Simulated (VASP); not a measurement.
# HfN (F-43m) in VASP: a series of runs, part 2 of 2

VASP 6.6.1. The steps go on from the part before.

**6. Single point, PBE**

This run uses another cell than the first one: it holds 8 atoms, not 2.

INCAR

```
PREC = Accurate
ENCUT = 520
EDIFF = 1E-7
ISMEAR = 0
SIGMA = 0.15
LREAL = F
LASPH = T
NELM = 60
ALGO = Normal
ISIF = 2
LWAVE = F
LCHARG = T
GGA = PE
LELF = T
LVHAR = T
NBANDS = 40
```

KPOINTS

```
regular mesh
0
Gamma
  12 12 12
```

POSCAR

```
HfN
1.0
    4.9154538827      0.0000000000      0.0000000000
    0.0000000000     -4.9154538827      0.0000000000
    0.0000000000      0.0000000000     -4.9154538827
Hf N
4 4
Direct
    0.0000000000      0.0000000000      0.0000000000
    0.5000000000      0.5000000000      0.0000000000
    0.5000000000      0.0000000000      0.5000000000
    0.0000000000      0.5000000000      0.5000000000
    0.7500000000      0.7500000000      0.7500000000
    0.2500000000      0.2500000000      0.7500000000
    0.2500000000      0.7500000000      0.2500000000
    0.7500000000      0.2500000000      0.2500000000
```

Potentials or basis: VASP PAW PBE potentials, release 64 (Hf_pv, N).

On the command line:

```
cat potpaw_PBE.64/Hf_pv/POTCAR potpaw_PBE.64/N/POTCAR > POTCAR
mpirun -np 1 vasp_std > vasp.out
```

OUTCAR:

```text
PREC = Accurate
   ENCUT = 520
   EDIFF = 1E-7
   ISMEAR = 0
   LREAL = F
   LASPH = T
   NELM = 60
   ISIF = 2
   GGA = PE

 ion  position               nearest neighbor table
   1  0.000  0.000  0.000-   5 2.13   6 2.13   7 2.13   8 2.13   3 3.48   4 3.48   2 3.48   3 3.48
                             4 3.48   2 3.48   4 3.48   4 3.48   2 3.48   3 3.48   3 3.48   2 3.48
   2  0.500  0.500  0.000-   5 2.13   6 2.13   7 2.13   8 2.13   3 3.48   4 3.48   1 3.48   3 3.48
                             4 3.48   1 3.48   3 3.48   3 3.48   1 3.48   4 3.48   4 3.48   1 3.48
   3  0.500  0.000  0.500-   5 2.13   6 2.13   7 2.13   8 2.13   2 3.48   4 3.48   1 3.48   1 3.48
                             2 3.48   2 3.48   4 3.48   2 3.48   1 3.48   4 3.48   1 3.48   4 3.48
   4  0.000  0.500  0.500-   5 2.13   6 2.13   7 2.13   8 2.13   2 3.48   3 3.48   1 3.48   1 3.48
                             2 3.48   1 3.48   3 3.48   1 3.48   2 3.48   3 3.48   2 3.48   3 3.48
   5  0.750  0.750  0.750-   1 2.13   2 2.13   3 2.13   4 2.13
   6  0.250  0.250  0.750-   1 2.13   2 2.13   3 2.13   4 2.13
   7  0.250  0.750  0.250-   1 2.13   2 2.13   3 2.13   4 2.13
   8  0.750  0.250  0.250-   1 2.13   2 2.13   3 2.13   4 2.13

  LATTYP: Found a simple cubic cell.
 ALAT       =     4.9154538827

  Lattice vectors:

 A1 = (   4.9154538827,   0.0000000000,   0.0000000000)
 A2 = (   0.0000000000,  -4.9154538827,   0.0000000000)
 A3 = (   0.0000000000,   0.0000000000,  -4.9154538827)

Analysis of symmetry for initial positions (statically):
=====================================================================
 Subroutine PRICEL returns following result:

  LATTYP: Found a face centered cubic cell.
 ALAT       =     4.9154538827

  Lattice vectors:

 A1 = (   2.4577269413,   2.4577269413,   0.0000000000)
 A2 = (   2.4577269413,   0.0000000000,  -2.4577269413)
 A3 = (   0.0000000000,   2.4577269413,  -2.4577269414)

   4 primitive cells build up your supercell.

 Routine SETGRP: Setting up the symmetry group for a
 simple cubic supercell.

 Subroutine GETGRP returns: Found 24 space group operations
 (whereof 24 operations were pure point group operations)
[... 149 lines left out ...]
  Thomas-Fermi vector in A             =   2.434827
   LORBIT       =      0    0 simple, 1 ext, 2 COOP (PROOUT), +10 PAW based schemes
   GGA     = PE    functional components
   LHFCALC =     F    Hartree Fock is set to
   AEXX    =    0.0000 exact exchange contribution
   IVDW    =     0    specifies the selected vdW correction
   LEPSILON=     F    determine dielectric tensor
   LRPA    =     F    only Hartree local field effects (RPA)
 non-spin polarized calculation
 Gauss-broadening in eV      SIGMA  =   0.15
  energy-cutoff  :      520.00
  volume of cell :      118.77
 maximum number of plane-waves:      3218
 NGX is ok and might be reduce to    40

 number of electron      60.0000003 magnetization

 Free energy of the ion-electron system (eV)
  ---------------------------------------------------
  ext. energy  EPLUGINS =         0.00000000
  ---------------------------------------------------
  free energy    TOTEN  =       -84.89197495 eV

  energy without entropy =      -84.86002038  energy(sigma->0) =      -84.87599767

 E-fermi :   5.7607     XC(G=0): -11.2041

 val. band max:        5.7458971836   @ k =   0.4167   0.3333   0.0000
 cond. band min:       5.7920240921   @ k =   0.4167   0.3333   0.0833
 fundamental gap:      0.0461269086
 Fermi energy:         5.7606998849

 k-point     1 :       0.0000    0.0000    0.0000
  band No.  band energies     occupation
      1     -25.8494      2.00000
      2     -25.8494      2.00000
      3     -25.8494      2.00000
      4     -25.5472      2.00000
      5     -25.5472      2.00000
      6     -25.5472      2.00000
[... 1021 lines left out ...]
     39       8.7674      0.00000
     40       8.8846      0.00000

 [... further k-points ...]
[... 5 lines left out ...]
  --------------------------------------------------------------------------------------
  -------------------------------------------------------------------------------------
  Total       -0.7458382     -0.7458382     -0.7458382      0.0000000      0.0000000      0.0000000
  in kB      -10.0615374    -10.0615374    -10.0615374      0.0000000      0.0000000      0.0000000
  external PRESSURE =     -10.0615374 kB  Pullay stress =       0.0000000 kB

 VOLUME and BASIS-vectors are now :
 -----------------------------------------------------------------------------
  energy-cutoff  :      520.00
  volume of cell :      118.77
      direct lattice vectors                 reciprocal lattice vectors
     4.915453883  0.000000000  0.000000000     0.203440013  0.000000000  0.000000000
     0.000000000 -4.915453883  0.000000000     0.000000000 -0.203440013  0.000000000
     0.000000000  0.000000000 -4.915453883     0.000000000  0.000000000 -0.203440013

 POSITION                                       TOTAL-FORCE (eV/Angst)
 -----------------------------------------------------------------------------------
      0.00000      0.00000      0.00000         0.000000      0.000000      0.000000
      2.45773     -2.45773      0.00000         0.000000      0.000000      0.000000
      2.45773      0.00000     -2.45773         0.000000      0.000000     -0.000000
      0.00000     -2.45773     -2.45773         0.000000      0.000000     -0.000000
      3.68659     -3.68659     -3.68659        -0.000000     -0.000000      0.000000
      1.22886     -1.22886     -3.68659        -0.000000      0.000000      0.000000
      1.22886     -3.68659     -1.22886        -0.000000     -0.000000     -0.000000
      3.68659     -1.22886     -1.22886        -0.000000     -0.000000     -0.000000
 -----------------------------------------------------------------------------------
    total drift:                               -0.000000     -0.000000      0.000000

  FREE ENERGIE OF THE ION-ELECTRON SYSTEM (eV)
  ---------------------------------------------------
  free  energy   TOTEN  =       -84.8919749531 eV

  energy  without entropy=      -84.8600203813  energy(sigma->0) =      -84.87599767
```

OSZICAR:

```text
N       E                     dE             d eps       ncg     rms          rms(c)
DAV:   1     0.314835204544E+03    0.31484E+03   -0.32585E+04  6792   0.145E+03
DAV:   2    -0.766102151562E+02   -0.39145E+03   -0.37678E+03  8456   0.371E+02
DAV:   3    -0.989646496577E+02   -0.22354E+02   -0.21843E+02  8280   0.715E+01
DAV:   4    -0.993659008406E+02   -0.40125E+00   -0.39793E+00  8104   0.103E+01
DAV:   5    -0.993748960953E+02   -0.89953E-02   -0.89904E-02  8072   0.126E+00    0.106E+02
DAV:   6    -0.852336514040E+02    0.14141E+02   -0.86056E+01  7456   0.347E+01    0.783E+01
DAV:   7    -0.849796595404E+02    0.25399E+00   -0.62769E+00  7240   0.114E+01    0.397E+01
DAV:   8    -0.849239120060E+02    0.55748E-01   -0.28914E-01  7888   0.310E+00    0.828E+00
DAV:   9    -0.848962308377E+02    0.27681E-01   -0.24455E-01  7552   0.186E+00    0.378E+00
DAV:  10    -0.848918115104E+02    0.44193E-02   -0.21786E-02  7448   0.686E-01    0.358E-01
DAV:  11    -0.848919625510E+02   -0.15104E-03   -0.16310E-03  7888   0.201E-01    0.639E-02
DAV:  12    -0.848919740473E+02   -0.11496E-04   -0.78406E-05  7560   0.399E-02    0.364E-02
DAV:  13    -0.848919752398E+02   -0.11925E-05   -0.10346E-05  7840   0.142E-02    0.253E-02
DAV:  14    -0.848919752207E+02    0.19189E-07   -0.11295E-06  7200   0.397E-03    0.179E-02
DAV:  15    -0.848919749123E+02    0.30837E-06   -0.26157E-07  5800   0.234E-03    0.347E-03
DAV:  16    -0.848919749531E+02   -0.40864E-07   -0.36098E-08  3432   0.922E-04
   1 F= -.84891975E+02 E0= -.84875998E+02  d E =-.319546E-01
```

stdout:

```text
POSCAR found type information on POSCAR HfN
 POSCAR found :  2 types and       8 ions
 scaLAPACK will be used
 LDA part: xc-table for (Slater+PW92), standard interpolation
 POSCAR, INCAR and KPOINTS ok, starting setup
 FFT: planning ... GRIDC
 FFT: planning ... GRID_SOFT
 FFT: planning ... GRID
 WAVECAR not read
 entering main loop
```

Wall time 5 min (1 thread of Intel Xeon Platinum 8488C (Sapphire Rapids), shared host); peak memory 0.44 GiB.

Results:

```yaml
Free_energy: -84.8920 eV
Pressure: -1.0 GPa
Band_gap_on_the_k_mesh: zero (bands 30 and 31 overlap by 2.66 eV)
```

Caveat: spin-orbit coupling is left out, which moves the levels of the heavy elements.

**7. The runs side by side**

```csv
task,cell,k mesh,cutoff (eV),smearing,gap on the mesh (eV),pressure (GPa)
single point,"a = 3.476 Å, angles 60.0°, 2 atoms, atomic positions A",14 × 14 × 14,520,gaussian 0.1 eV,none,-1.1
single point,"a = 3.476 Å, angles 60.0°, 2 atoms, atomic positions A",24 × 24 × 24,520,gaussian 0.15 eV,none,-1.0
relaxation of cell and atoms,"relaxed from a = 3.472 Å, angles 60.0°, 2 atoms, atomic positions A",14 × 14 × 14,600,gaussian 0.1 eV,none,0.0
single point,"a = 3.476 Å, angles 60.0°, 2 atoms, atomic positions A",22 × 22 × 22,520,gaussian 0.15 eV,none,-1.0
single point,"a = 4.915 Å, 8 atoms, atomic positions B",12 × 12 × 12,520,gaussian 0.15 eV,none,-1.0
```

Alike in all rows: level PBE; potentials or basis VASP PAW PBE potentials, release 64 (Hf_pv, N); no spin polarisation.

Caveats: spin-orbit coupling is left out, which moves the levels of the heavy elements.

Absolute energies hang on the potentials; compare differences alone.

The gap in the log of VASP goes by the Fermi energy; the results here count the filled bands.